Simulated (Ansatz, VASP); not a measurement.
## Si7B in VASP and in Ansatz

```
Si B
1.0
     5.12822    0.00000    0.00000
     0.00000    5.12822    0.00000
     0.00000    0.00000    4.56121
Si B
7 1
Direct
  0.00000 0.00000 0.91656
  0.79970 0.64394 0.41685
  0.20030 0.35606 0.41685
  0.35606 0.79970 0.41685
  0.64394 0.20030 0.41685
  0.00000 0.50000 0.91905
  0.50000 0.00000 0.91905
  0.00000 0.00000 0.42186
```

Alike in both runs: functional PBE; k mesh 3 × 3 × 3; occupations gaussian, width 0.2 eV; no spin polarisation.

Ansatz relaxed the structure, and its values are those at the end. VASP's run is a single point on that final structure, the one shown.

|  | VASP | Ansatz |
| --- | --- | --- |
| version | VASP 6.6.1 | Ansatz 0.2.0 |
| potentials or method | VASP PAW PBE potentials, release 64 (Si, B), cutoff 500 eV | scalar-relativistic, plane waves, PAW |
| valence electrons in the cell | 31 | 31 |

|  | VASP | Ansatz | Ansatz less VASP |
| --- | --- | --- | --- |
| gap on the k mesh at the Fermi level (eV) | none | none | - |
| pressure (GPa) | 0.0 | 0.1 | +0.05 |
| rms of the force components (eV/Å) | 0.023 | 0.024 | +0.0005 |

A gap of «none» marks a metal or a gap that the smearing closes.

The k mesh is coarse, so the values compare programs but aren't converged.
